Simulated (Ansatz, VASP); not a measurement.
Two plane-wave programs on Ga

```
Ga
1.0
     2.28651   -3.87036    0.00000
     2.28651    3.87036    0.00000
     0.00000    0.00000    4.58925
Ga
4
Direct
  0.65629 0.34371 0.41748
  0.84371 0.15629 0.91748
  0.34371 0.65629 0.58252
  0.15629 0.84371 0.08252
```

Alike in both runs: functional PBE; k mesh 12 × 12 × 10; occupations gaussian, width 0.1 eV; no spin polarisation.

Ansatz relaxed the structure, and its values are those at the end. VASP's run is a single point on that final structure, the one shown.

|  | VASP | Ansatz |
| --- | --- | --- |
| version | VASP 6.6.1 | Ansatz 0.2.0 |
| potentials or method | VASP PAW PBE potentials, release 64 (Ga_d), cutoff 520 eV | scalar-relativistic, plane waves, PAW |
| valence electrons in the cell | 52 | 52 |

```tsv
	VASP	Ansatz	Ansatz less VASP
gap on the k mesh at the Fermi level (eV)	none	none	-
pressure (GPa)	0.1	0.0	-0.13
```

A gap of «none» marks a metal or a gap that the smearing closes. The functional is the same, so the differences come from potentials, cutoffs and numerics.
